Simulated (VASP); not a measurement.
A run of VASP 6.6.1 is set up as follows.

INCAR

```
SYSTEM = Sb
PREC     = Accurate       ! precision mode
ENCUT    = 520            ! plane-wave cutoff, eV
EDIFF    = 1E-6           ! SCF threshold, eV
ISMEAR   = -1             ! smearing method
SIGMA    = 0.1            ! smearing width, eV
LREAL    = .FALSE.        ! projectors in reciprocal space
LASPH    = .TRUE.         ! aspherical terms in the spheres
NELM     = 80             ! most SCF steps
ALGO     = Normal         ! electronic algorithm
ISIF     = 2              ! what is computed and relaxed
LWAVE    = .FALSE.        ! write WAVECAR
LCHARG   = .TRUE.         ! write CHGCAR
GGA      = B5             ! functional
ALDAX    = 1.0          
AGGAX    = 1.0          
AGGAC    = 1.0          
ALDAC    = 0.0          
LELF     = .TRUE.         ! ELF
LVHAR    = .TRUE.       
NBANDS   = 8              ! bands
```

The input KPOINTS:

```
regular mesh
0
G
  13 13 13
  0 0 0
```

File POSCAR:

```
Sb
1.0
   -1.8746202736      1.8746202736      1.8746202736
    1.8746202736     -1.8746202736      1.8746202736
    1.8746202736      1.8746202736     -1.8746202736
Sb
1
Direct
    0.0000000000      0.0000000000      0.0000000000
```

Potentials or basis: VASP PAW PBE potentials, release 64 (Sb).

Command:

```sh
$ cat potpaw_PBE.64/Sb/POTCAR > POTCAR
$ mpirun -np 1 vasp_std > vasp.out
```

(1) Estimate the pressure.

Answers

(1) 8.2 GPa.

Caveat: the PAW data sets were made with another functional, which shifts forces and pressure a little.
